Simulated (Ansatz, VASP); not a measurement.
# One calculation of In, two programs

```xyz
1
Lattice="-1.8697 1.8697 1.8697 1.8697 -1.8697 1.8697 1.8697 1.8697 -1.8697" Properties=species:S:1:pos:R:3 pbc="T T T"
In    0.0000    0.0000    0.0000
```

Alike in both runs: task relaxation of cell and atoms; functional LDA; k mesh 12 × 12 × 12; occupations fermi-dirac, width 0.1 eV; no spin polarisation.

|  | VASP | Ansatz |
| --- | --- | --- |
| version | VASP 6.6.1 | Ansatz 0.2.0 |
| potentials or method | VASP PAW LDA potentials, release 64 (In_d), cutoff 600 eV | plane waves (420 eV) with PAW, scalar-relativistic |
| valence electrons in the cell | 13 | 13 |

Ansatz gave:

| Item | Value |
| --- | --- |
| relaxed volume (Å³/atom) | 24.87 |
| relaxed cell length with the largest relative difference (Å) | 3.185 |

Estimate VASP's values.

relaxed volume (Å³/atom): 24.94; relaxed cell length with the largest relative difference (Å): 3.188.

Ansatz warns that its potentials were made for another functional, while VASP's fit it. LDA's correlation is that of Perdew and Zunger in VASP and of Perdew and Wang (1992) in Ansatz.
